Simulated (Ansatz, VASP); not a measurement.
This is a calculation of O for VASP 6.6.1.

INCAR

```
PREC = Accurate ; ENCUT = 520
EDIFF = 1E-6 ; ISMEAR = 0
SIGMA = 0.02 ; LREAL = False
LASPH = True ; NELM = 60
ALGO = Normal ; ISIF = 2
LWAVE = False ; LCHARG = True
GGA = PS ; LELF = True
LVHAR = True ; NBANDS = 13
```

File KPOINTS:

```
regular mesh
0
Gamma
  10 10 7
```

Contents of POSCAR:

```
O
1.0
    2.8514028533     -1.6624159400      0.0000000000
    2.8514028533      1.6624159400      0.0000000000
   -2.3944914034      0.0000000000      3.6470501824
O
2
Direct
    0.9745461700      0.9745461700      0.8444259800
    0.0254538300      0.0254538300      0.1555740200
```

Potentials or basis: VASP PAW PBE potentials, release 64 (O).

The run is started by

```console
$ cat potpaw_PBE.64/O/POTCAR > POTCAR
$ mpirun -np 1 vasp_std > vasp.out
```

Task: Translate it to Ansatz 0.2.0. Potentials there: all-electron LAPW, scalar-relativistic.

Result: As run (the cutoff follows the program's own potentials):

Contents of input.yaml:

```yaml
crystal:
  lattice:
    - [2.8514028533, -1.66241594, 0.0]
    - [2.8514028533, 1.66241594, 0.0]
    - [-2.3944914034, 0.0, 3.6470501824]
  atoms:
    - { symbol: O, position: [0.97454617, 0.97454617, 0.84442598] }
    - { symbol: O, position: [0.02545383, 0.02545383, 0.15557402] }
kpoints:
  mp_grid: { grid: [10, 10, 7] }
scf:
  occupations: { method: gaussian, width: 0.02 }
hamiltonian:
  xc: pbesol
  pseudopotentials: { kind: all_electron, lapw: { basis_error: 0.001 } }
output:
  forces: true
  stress: true
  eigenvalues: true
```

Potentials or basis: all-electron LAPW, scalar-relativistic.

The run is started by

```console
$ ansatz run input.yaml --threads 1 --pin off --max-ram 3072MiB --backend cpu --events-out ev --progress --plain --runs-dir out
```

Both were run:

|  | VASP | Ansatz | Ansatz less VASP |
| --- | --- | --- | --- |
| gap on the k mesh at the Fermi level (eV) | none | none | - |
| pressure (GPa) | -1.9 | -3.8 | -1.92 |
| traceless stress, the component that is largest in VASP (GPa) | -2.35 | -0.15 | +2.196 |
| rms of the force components (eV/Å) | 0.254 | 0.458 | +0.2032 |

VASP's potentials were made for PBE, not for PBEsol. Atom by atom the forces differ by 0.677 eV/Å (rms over components). A gap of «none» marks a metal or a gap that the smearing closes. One of these differences is far larger than is usual between the two programs; its cause wasn't traced. Ansatz ran all-electron here, and VASP with PAW potentials.

Noted on VASP's run: the standard files for N, O and F lose accuracy on very short bonds; spin is off for a triplet molecule. Noted on Ansatz's run: spin is off for a triplet molecule.
